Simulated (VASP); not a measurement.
# SiC (F-43m) in VASP: notebook

SiC is run at these levels: PBEsol; tasks: elastic constants.

All numbers are computed with VASP 6.6.1; they aren't measurements. Logs are shortened: lines on timing, memory, paths and dates and some standing lists are left out, and cuts for length are marked.

**1. The cell of the first run**

It takes space group F-43m (No. 216, cubic). The conventional cell has a = 4.332 Å, b = 4.332 Å, c = 4.332 Å, α = 90.00°, β = 90.00°, γ = 90.00°. Si (site symmetry -43m) has 4 C at 1.88 Å within 2.5 Å. C (site symmetry -43m) has 4 Si at 1.88 Å within 2.5 Å.

**2. Elastic constants, PBEsol**

Input file INCAR:

```
PREC = Accurate
ENCUT = 600
EDIFF = 1E-8
ISMEAR = 0
SIGMA = 0.01
LREAL = False
LASPH = True
NELM = 80
ALGO = Normal
ISIF = 3
LWAVE = False
LCHARG = False
GGA = PS
NBANDS = 11
IBRION = 6
NFREE = 2
POTIM = 0.015
NSW = 1
```

Input file KPOINTS:

```
regular mesh
0
Gamma
  10 10 10
```

Input file POSCAR:

```
SiC
1.0
    0.0000000000      2.1658123408      2.1658123408
    2.1658123408      0.0000000000      2.1658123408
    2.1658123408      2.1658123408      0.0000000000
Si C
1 1
Direct
    0.0000000000      0.0000000000      0.0000000000
    0.7500000000      0.7500000000      0.7500000000
```

Potentials or basis: VASP PAW PBE potentials, release 64 (Si, C).

Run with:

```bash
$ cat potpaw_PBE.64/Si/POTCAR potpaw_PBE.64/C/POTCAR > POTCAR
$ mpirun -np 1 vasp_std > vasp.out
```

OUTCAR:

```text
PREC = Accurate
   ENCUT = 600
   EDIFF = 1E-8
   ISMEAR = 0
   LREAL = False
   LASPH = True
   NELM = 80
   ISIF = 3
   GGA = PS
   IBRION = 6
   NFREE = 2
   POTIM = 0.015
   NSW = 1

 ion  position               nearest neighbor table
   1  0.000  0.000  0.000-   2 1.88   2 1.88   2 1.88   2 1.88
   2  0.750  0.750  0.750-   1 1.88   1 1.88   1 1.88   1 1.88

  LATTYP: Found a face centered cubic cell.
 ALAT       =     4.3316246816

  Lattice vectors:

 A1 = (   0.0000000000,   2.1658123408,   2.1658123408)
 A2 = (   2.1658123408,   0.0000000000,   2.1658123408)
 A3 = (   2.1658123408,   2.1658123408,   0.0000000000)

Analysis of symmetry for initial positions (statically):
=====================================================================
 Subroutine PRICEL returns:
 Original cell was already a primitive cell.

 Routine SETGRP: Setting up the symmetry group for a
 face centered cubic supercell.

 Subroutine GETGRP returns: Found 24 space group operations
 (whereof 24 operations were pure point group operations)
 out of a pool of 48 trial point group operations.

The static configuration has the point symmetry T_d .

Analysis of symmetry for dynamics (positions and initial velocities):
=====================================================================
 Subroutine PRICEL returns:
 Original cell was already a primitive cell.

 Routine SETGRP: Setting up the symmetry group for a
 face centered cubic supercell.

 Subroutine GETGRP returns: Found 24 space group operations
 (whereof 24 operations were pure point group operations)
 out of a pool of 48 trial point group operations.

The dynamic configuration has the point symmetry T_d .

 Subroutine INISYM returns: Found 24 space group operations
 (whereof 24 operations are pure point group operations),
 and found     1 'primitive' translations

----------------------------------------------------------------------------------------

                                     Primitive cell

  volume of cell :      20.3185

  direct lattice vectors                    reciprocal lattice vectors
     0.000000000  2.165812341  2.165812341    -0.230860260  0.230860260  0.230860260
     2.165812341  0.000000000  2.165812341     0.230860260 -0.230860260  0.230860260
     2.165812341  2.165812341  0.000000000     0.230860260  0.230860260 -0.230860260

  length of vectors
     3.062921186  3.062921186  3.062921186     0.399861700  0.399861700  0.399861700

  position of ions in fractional coordinates (direct lattice)
     0.000000000  0.000000000  0.000000000
     0.750000000  0.750000000  0.750000000

  ion indices of the primitive-cell ions
   primitive index   ion index
                 1           1
                 2           2

----------------------------------------------------------------------------------------

 KPOINTS: regular mesh

Automatic generation of k-mesh.
 Grid dimensions read from file:
 generate k-points for:   10   10   10

 Generating k-lattice:

  Cartesian coordinates                     Fractional coordinates (reciprocal lattice)
    -0.023086026  0.023086026  0.023086026     0.100000000  0.000000000  0.000000000
     0.023086026 -0.023086026  0.023086026     0.000000000  0.100000000  0.000000000
     0.023086026  0.023086026 -0.023086026     0.000000000  0.000000000  0.100000000

  Length of vectors
[... 109 lines left out ...]
  Direction    XX          YY          ZZ          XY          YZ          ZX
  --------------------------------------------------------------------------------------
  -------------------------------------------------------------------------------------
  Total        0.5350947      0.5350947      0.5350947     -0.0000000      0.0000000      0.0000000
  in kB       42.1938125     42.1938125     42.1938125     -0.0000000      0.0000000      0.0000000
  external PRESSURE =      42.1938125 kB  Pullay stress =       0.0000000 kB
[... 89 lines left out ...]
  FREE ENERGIE OF THE ION-ELECTRON SYSTEM (eV)
  ---------------------------------------------------
  free  energy   TOTEN  =       -15.8970379545 eV

  energy  without entropy=      -15.8970379545  energy(sigma->0) =      -15.89703795

[... ionic steps 4 to 14 ...]

--------------------------------------- Ionic step       15  -------------------------------------------

 number of electron       8.0000000 magnetization

------------------------ aborting loop because EDIFF is reached ----------------------------------------
[... 67 lines left out ...]
--------------------------------------- Ionic step       17  -------------------------------------------

 number of electron       8.0000000 magnetization

 Free energy of the ion-electron system (eV)
  ---------------------------------------------------
  ext. energy  EPLUGINS =         0.00000000
  ---------------------------------------------------
  free energy    TOTEN  =       -15.90861744 eV

  energy without entropy =      -15.90861744  energy(sigma->0) =      -15.90861744

 E-fermi :   8.4477     XC(G=0): -11.5834

 val. band max:        8.3323227174   @ k =   0.0000   0.0000   0.0000
 cond. band min:       9.4785411511   @ k =   0.5000   0.5000   0.0000
 fundamental gap:      1.1462184338
 Fermi energy:         8.4476782338

 k-point     1 :       0.0000    0.0000    0.0000
  band No.  band energies     occupation
      1      -7.3064      2.00000
      2       8.1900      2.00000
      3       8.2623      2.00000
      4       8.3323      2.00000
      5      14.6597      0.00000
      6      15.6036      0.00000
      7      15.6312      0.00000
      8      15.6606      0.00000
      9      22.8255      0.00000
     10      22.8257      0.00000
     11      24.8069      0.00000
[... 309 lines left out ...]
 k-point    24 :       0.4000    0.3000    0.0000
  band No.  band energies     occupation
      1      -4.1003      2.00000
      2       2.6748      2.00000
      3       5.0158      2.00000
      4       5.5890      2.00000
      5      11.0361      0.00000
      6      13.8458      0.00000
      7      20.0067      0.00000
      8      20.2759      0.00000
      9      22.1742      0.00000
     10      26.4752      0.00000
     11      29.6569      0.00000

 [... further k-points ...]

------------------------ aborting loop because EDIFF is reached ----------------------------------------

  FORCE on cell =-STRESS in cart. coord.  units (eV):
  Direction    XX          YY          ZZ          XY          YZ          ZX
  --------------------------------------------------------------------------------------
  -------------------------------------------------------------------------------------
  Total        0.5346729      0.5405820      0.5405820      0.0000000     -0.1436148      0.0000000
  in kB       42.1605527     42.6265007     42.6265007      0.0000000    -11.3244527      0.0000000
  external PRESSURE =      42.4711847 kB  Pullay stress =       0.0000000 kB
[... 17 lines left out ...]
  FREE ENERGIE OF THE ION-ELECTRON SYSTEM (eV)
  ---------------------------------------------------
  free  energy   TOTEN  =       -15.9086174389 eV

  energy  without entropy=      -15.9086174389  energy(sigma->0) =      -15.90861744

 INTERNAL STRAIN TENSORS FROM STRAINED CELLS
 ============================================

 INTERNAL STRAIN TENSOR FOR ION    1 for displacements in x,y,z  (eV/Angst):
          X           Y           Z          XY          YZ          ZX
  --------------------------------------------------------------------------------
  x     0.00000     0.00000    -0.00000    -0.00000    -9.55882    -0.00000
  y     0.00000    -0.00000    -0.00000     0.00000    -0.00000    -9.55886
  z    -0.00000     0.00000    -0.00000    -9.55880    -0.00000    -0.00000

 INTERNAL STRAIN TENSORS FROM DISPLACED ATOMS
 ============================================

 INTERNAL STRAIN TENSOR FOR ION    1 for displacements in x,y,z  (eV/Angst):
          X           Y           Z          XY          YZ          ZX
  --------------------------------------------------------------------------------
  x     0.00000     0.00000     0.00000     0.00000    -9.55469     0.00000
  y     0.00000    -0.00000     0.00000     0.00000     0.00000    -9.55469
  z     0.00000     0.00000     0.00000    -9.55469     0.00000     0.00000

 INTERNAL STRAIN TENSOR FOR ION    2 for displacements in x,y,z  (eV/Angst):
          X           Y           Z          XY          YZ          ZX
  --------------------------------------------------------------------------------
  x     0.00000    -0.00000    -0.00000     0.00000     9.56452     0.00000
  y    -0.00000     0.00000    -0.00000     0.00000     0.00000     9.56452
  z    -0.00000    -0.00000     0.00000     9.56452     0.00000     0.00000

 Eigenvectors and eigenvalues of the dynamical matrix
 ----------------------------------------------------

   1 f  =   24.081790 THz   151.310352 2PiTHz  803.282065 cm-1    99.594238 meV
             X         Y         Z           dx          dy          dz
      0.000000  0.000000  0.000000     0.547301   -0.000000    0.000000
      3.248719  3.248719  3.248719    -0.836936    0.000000    0.000000
[... 21 lines left out ...]
   6 f/i=    0.000473 THz     0.002971 2PiTHz    0.015774 cm-1     0.001956 meV
             X         Y         Z           dx          dy          dz
      0.000000  0.000000  0.000000     0.302173    0.742653   -0.240042
      3.248719  3.248719  3.248719     0.197601    0.485646   -0.156972

--------------------------------------------------------------------------------------------------------

 ELASTIC MODULI CONTR FROM IONIC RELAXATION (kBar)
 Direction    XX          YY          ZZ          XY          YZ          ZX
 --------------------------------------------------------------------------------
 XX          -0.0000     -0.0000     -0.0000      0.0000      0.0000      0.0000
 YY          -0.0000     -0.0000     -0.0000      0.0000      0.0000     -0.0000
 ZZ          -0.0000     -0.0000     -0.0000      0.0000      0.0000      0.0000
 XY           0.0000      0.0000      0.0000   -360.9748      0.0000     -0.0000
 YZ           0.0000      0.0000      0.0000      0.0000   -360.9748     -0.0000
 ZX           0.0000     -0.0000      0.0000     -0.0000     -0.0000   -360.9748
 --------------------------------------------------------------------------------

 TOTAL ELASTIC MODULI (kBar)
 Direction    XX          YY          ZZ          XY          YZ          ZX
 --------------------------------------------------------------------------------
 XX        4007.6834   1486.6265   1486.6265      0.0000      0.0000      0.0000
 YY        1486.6265   4007.6834   1486.6265      0.0000      0.0000     -0.0000
 ZZ        1486.6265   1486.6265   4007.6834      0.0000      0.0000      0.0000
 XY           0.0000      0.0000      0.0000   2511.3573      0.0000     -0.0000
 YZ           0.0000      0.0000      0.0000      0.0000   2511.3573     -0.0000
 ZX           0.0000     -0.0000      0.0000     -0.0000     -0.0000   2511.3573
 --------------------------------------------------------------------------------
```

It took 2 min on 1 thread of Intel Xeon 6975P-C (Granite Rapids), shared host; peak memory 0.25 GiB.

Results:

| Quantity | Value |
| --- | --- |
| Elastic constants C11, C12, C44 | 401, 149, 251 GPa |
| Voigt bulk modulus | 233 GPa |
| Highest phonon frequency at Γ, LO-TO splitting left out | 803 cm⁻¹ |

Phonon frequencies in cm⁻¹ (negative: imaginary):
```
              q point        frequencies
(0.000, 0.000, 0.000)  0 0 0 803 803 803
```

Elastic tensor in Voigt notation (GPa, in the Cartesian axes of the cell as first typed):
```
401 149 149   0   0   0
149 401 149   0   0   0
149 149 401   0   0   0
  0   0   0 251   0   0
  0   0   0   0 251   0
  0   0   0   0   0 251
```

Clamped-ion elastic tensor (GPa):
```
401 149 149   0   0   0
149 401 149   0   0   0
149 149 401   0   0   0
  0   0   0 287   0   0
  0   0   0   0 287   0
  0   0   0   0   0 287
```

Caveat: the cell is under stress, which shifts elastic constants; the PAW data sets were made with another functional, which shifts forces and pressure a little.

**3. Elastic constants, PBEsol**

This run uses another cell than the first one, of 10.25 Å³/atom, 1.009 times its volume.

INCAR, as its differences from that of step 2:

```diff
@@ -7,3 +7,3 @@
 LASPH = True
-NELM = 80
+NELM = 60
 ALGO = Normal
@@ -11,3 +11,3 @@
 LWAVE = False
-LCHARG = False
+LCHARG = True
 GGA = PS
```

KPOINTS is that of step 2.

Input file POSCAR:

```
SiC
1.0
    0.0000000000      2.1720359107      2.1720359107
    2.1720359107      0.0000000000      2.1720359107
    2.1720359107      2.1720359107      0.0000000000
Si C
1 1
Direct
    0.0000000000      0.0000000000      0.0000000000
    0.7500000000      0.7500000000      0.7500000000
```

Potentials or basis: VASP PAW PBE potentials, release 64 (Si, C).

Run with:

```bash
$ cat potpaw_PBE.64/Si/POTCAR potpaw_PBE.64/C/POTCAR > POTCAR
$ mpirun -np 1 vasp_std > vasp.out
```

Wall time 4.2 min (1 thread of Intel Xeon 6975P-C (Granite Rapids), shared host); peak memory 0.26 GiB.

The run converged. Its results:

- Elastic constants C11, C12, C44: 395, 143, 248 GPa
- Voigt bulk modulus: 227 GPa
- Highest phonon frequency at Γ, LO-TO splitting left out: 796 cm⁻¹

Phonon frequencies in cm⁻¹ (negative: imaginary):
```csv
q point,frequencies
"(0.000, 0.000, 0.000)",0 0 0 796 796 796
```

Elastic tensor in Voigt notation (GPa, in the Cartesian axes of the cell as first typed):
```
395 143 143   0   0   0
143 395 143   0   0   0
143 143 395   0   0   0
  0   0   0 248   0   0
  0   0   0   0 248   0
  0   0   0   0   0 248
```

Clamped-ion elastic tensor (GPa):
```
395 143 143   0   0   0
143 395 143   0   0   0
143 143 395   0   0   0
  0   0   0 281   0   0
  0   0   0   0 281   0
  0   0   0   0   0 281
```

Caveat: the cell is under stress, which shifts elastic constants; the PAW data sets were made with another functional, which shifts forces and pressure a little.
